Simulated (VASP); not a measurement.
# Ti2Al: single point with PBE

Crystal: Ti2Al.

```
Ti Al
1.0
     0.00000    3.71377    3.71377
     3.71377    0.00000    3.71377
     3.71377    3.71377    0.00000
Ti Al
4 2
Direct
  0.12500 0.12500 0.12500
  0.62500 0.12500 0.12500
  0.12500 0.62500 0.12500
  0.12500 0.12500 0.62500
  0.50000 0.50000 0.50000
  0.75000 0.75000 0.75000
```

The cell was generated, and may not be a known phase.

```yaml
Program: VASP 6.6.1
Task: single point
Functional: PBE
Potentials_or_basis: VASP PAW PBE potentials, release 64 (Ti_sv, Al)
Cutoff: 520 eV
k_mesh: 4 × 4 × 4
Occupations: gaussian, width 0.1 eV
Spin: collinear spin
Starting_moments: "[1.0, 1.0, 1.0, 1.0, 0.0, 0.0] μB"
Dipole_correction: no
Further_INCAR_settings: ALGO = Normal; EDIFF = 1e-07; NBANDS = 40
```

The pressure is 0.7 GPa. The net moment is 1.49 μB per cell and the site moments are Ti +0.30; Al -0.01 μB. The valence electrons inside the program's atomic spheres are Ti 10.44; Al 0.73.

Levels at points of the mesh, in eV from the Fermi level:
Spin up:
| k point | band 25 | band 26 | band 27 | band 28 | band 29 | band 30 | band 31 | band 32 |
| --- | --- | --- | --- | --- | --- | --- | --- | --- |
| (0.00, 0.00, 0.00) | -0.87 | -0.61 | -0.61 | 0.15 | 0.15 | 0.15 | 2.67 | 2.67 |
| (0.50, 0.00, 0.00) | -0.75 | -0.75 | -0.06 | -0.03 | 0.52 | 0.52 | 0.56 | 0.56 |
| (0.50, 0.50, 0.00) | -0.91 | -0.91 | -0.13 | -0.13 | 0.62 | 0.62 | 0.70 | 0.70 |
Spin down:
```
           k point  band 22  band 23  band 24  band 25  band 26  band 27  band 28  band 29  band 30  band 31
(0.00, 0.00, 0.00)    -1.53    -1.53    -1.53    -0.86    -0.20    -0.20     0.23     0.23     0.23     2.83
(0.50, 0.00, 0.00)    -1.67    -1.43    -1.43    -0.44    -0.44     0.30     0.34     0.77     0.77     0.88
(0.50, 0.50, 0.00)    -2.23    -0.93    -0.93    -0.65    -0.65     0.22     0.22     0.98     0.98     1.02
```

Run time: 3 min on 1 thread of AMD EPYC 7R43 64-Core Processor (Zen 3), with other jobs on the host, peak memory 0.26 GiB.

Caveat: the k points lie up to 0.37 Å⁻¹ apart; a moment this small can come from the mesh or the smearing.
